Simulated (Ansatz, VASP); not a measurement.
**Si5P: VASP beside Ansatz**

```
Si P
1.0
     0.00000    3.57944    3.57944
     3.57944    0.00000    3.57944
     3.57944    3.57944    0.00000
Si P
5 1
Direct
  0.12485 0.12485 0.62545
  0.62545 0.12485 0.12485
  0.12485 0.12485 0.12485
  0.12485 0.62545 0.12485
  0.50000 0.50000 0.50000
  0.75000 0.75000 0.75000
```

Change from the starting cell: species swapped into the Be5Fe type (F-43m, No. 216).

Alike in both runs: functional PBE; k mesh 10 × 10 × 10; occupations gaussian, width 0.1 eV; no spin polarisation.

Ansatz relaxed the structure, and its values are those at the end. VASP's run is a single point on that final structure, the one shown.

|  | VASP | Ansatz |
| --- | --- | --- |
| version | VASP 6.6.1 | Ansatz 0.2.0 |
| potentials or method | VASP PAW PBE potentials, release 64 (Si, P), cutoff 520 eV | scalar-relativistic, plane waves, PAW |
| valence electrons in the cell | 25 | 25 |

|  | VASP | Ansatz | Ansatz less VASP |
| --- | --- | --- | --- |
| gap on the k mesh at the Fermi level (eV) | none | none | - |
| pressure (GPa) | 0.0 | 0.0 | +0.04 |

A gap of «none» marks a metal or a gap that the smearing closes.
